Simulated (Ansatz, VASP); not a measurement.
Given: the input of a run of Ansatz 0.2.0 on LiCl.

Contents of input.yaml:

```yaml
crystal:
  lattice:
    - [0.0, 2.56477, 2.56477]
    - [2.56477, 0.0, 2.56477]
    - [2.56477, 2.56477, 0.0]
  atoms:
    - { symbol: Cl, position: [0.5, 0.5, 0.5] }
    - { symbol: Li, position: [0.0, 0.0, 0.0] }
kpoints:
  mp_grid: { grid: [9, 9, 9] }
scf:
  occupations: { method: fermi_dirac, width: 0.05 }
hamiltonian:
  xc: revpbe
  pseudopotentials: { kind: all_electron, lapw: { basis_error: 0.001 } }
output:
  forces: true
  stress: true
relax:
  f_tol: 0.02
  max_steps: 60
  cell: {}
```

Potentials or basis: all-electron LAPW, scalar-relativistic.

The run is started by

```bash
$ ansatz run input.yaml --threads 1 --pin off --max-ram 3072MiB --backend cpu --events-out ev --progress --plain --runs-dir out
```

**Question.** Set up the same calculation for VASP 6.6.1. Potentials there: VASP PAW PBE potentials, release 64 (Cl, Li_sv).

**Answer.** As run (the cutoff follows the program's own potentials):

The input INCAR:

```
SYSTEM = LiCl
ALGO     = Normal         ! electronic algorithm
EDIFF    = 1E-7           ! SCF threshold, eV
EDIFFG   = -0.02          ! ionic threshold
ENCUT    = 600            ! plane-wave cutoff, eV
GGA      = RE             ! functional
IBRION   = 2              ! ionic algorithm
ISIF     = 3              ! what is computed and relaxed
ISMEAR   = -1             ! smearing method
LASPH    = .True.         ! aspherical terms in the spheres
LCHARG   = .False.        ! write CHGCAR
LREAL    = .False.        ! projectors in reciprocal space
LWAVE    = .False.        ! write WAVECAR
NELM     = 80             ! most SCF steps
NSW      = 80             ! ionic steps
PREC     = Accurate       ! precision mode
SIGMA    = 0.05           ! smearing width, eV
```

Contents of KPOINTS:

```
k-points
0
Gamma
  9 9 9
  0 0 0
```

File POSCAR:

```
LiCl
1.0
    0.0000000000      2.5647700000      2.5647700000
    2.5647700000      0.0000000000      2.5647700000
    2.5647700000      2.5647700000      0.0000000000
Cl Li
1 1
Direct
    0.5000000000      0.5000000000      0.5000000000
    0.0000000000      0.0000000000      0.0000000000
```

Potentials or basis: VASP PAW PBE potentials, release 64 (Cl, Li_sv).

Run with:

```bash
$ cat potpaw_PBE.64/Cl/POTCAR potpaw_PBE.64/Li_sv/POTCAR > POTCAR
$ mpirun -np 1 vasp_std > vasp.out
```

Both were run:

|  | VASP | Ansatz | Ansatz less VASP |
| --- | --- | --- | --- |
| relaxed volume (Å³/atom) | 18.02 | 18.04 | +0.019 |
| relaxed cell length with the largest relative difference (Å) | 3.708 | 3.709 | +0.0013 |

VASP's potentials were made for PBE, not for revPBE. Ansatz ran all-electron here, and VASP with PAW potentials.

Noted on VASP's run: the cutoff is short for stress, so the pressure is rough.
